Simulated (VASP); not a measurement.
A run of VASP 6.6.1:

Contents of INCAR:

```
ALGO = Normal ; EDIFF = 1E-7
EDIFFG = -0.002 ; ENCUT = 500
GGA = PS ; GGA_COMPAT = F
IBRION = 2 ; ISIF = 3
ISMEAR = 0 ; LASPH = T
LCHARG = F ; LREAL = F
LWAVE = F ; NELM = 120
NELMIN = 4 ; NSW = 100
PREC = Accurate ; SIGMA = 0.3
```

The input KPOINTS:

```
k-points
0
Gamma
  9 9 6
```

POSCAR

```
Si2Mo
1.0
    4.5854715599      0.0000000000      0.0000000000
   -2.2927357800      3.9711348592      0.0000000000
    0.0000000000      0.0000000000      6.5797601000
Si Mo
6 3
Direct
    0.1638729800      0.8361270200      0.8333333300
    0.3277459600      0.1638729800      0.1666666700
    0.8361270200      0.6722540400      0.5000000000
    0.8361270200      0.1638729800      0.8333333300
    0.6722540400      0.8361270200      0.1666666700
    0.1638729800      0.3277459600      0.5000000000
    0.5000000000      0.0000000000      0.5000000000
    0.0000000000      0.5000000000      0.1666666700
    0.5000000000      0.5000000000      0.8333333300
```

Potentials or basis: VASP PAW PBE potentials, release 64 (Si, Mo_sv).

Launch:

```bash
$ cat potpaw_PBE.64/Si/POTCAR potpaw_PBE.64/Mo_sv/POTCAR > POTCAR
$ mpirun -np 1 vasp_std > vasp.out
```

Hardware: 1 thread of Intel Xeon 6975P-C, with other jobs on the host.

How long does it take, and how much memory?

Run time: 15 min on 1 thread of Intel Xeon 6975P-C, on a shared host, peak memory 0.35 GiB. Counts: scf iterations 50, k points 48, ion steps 6.
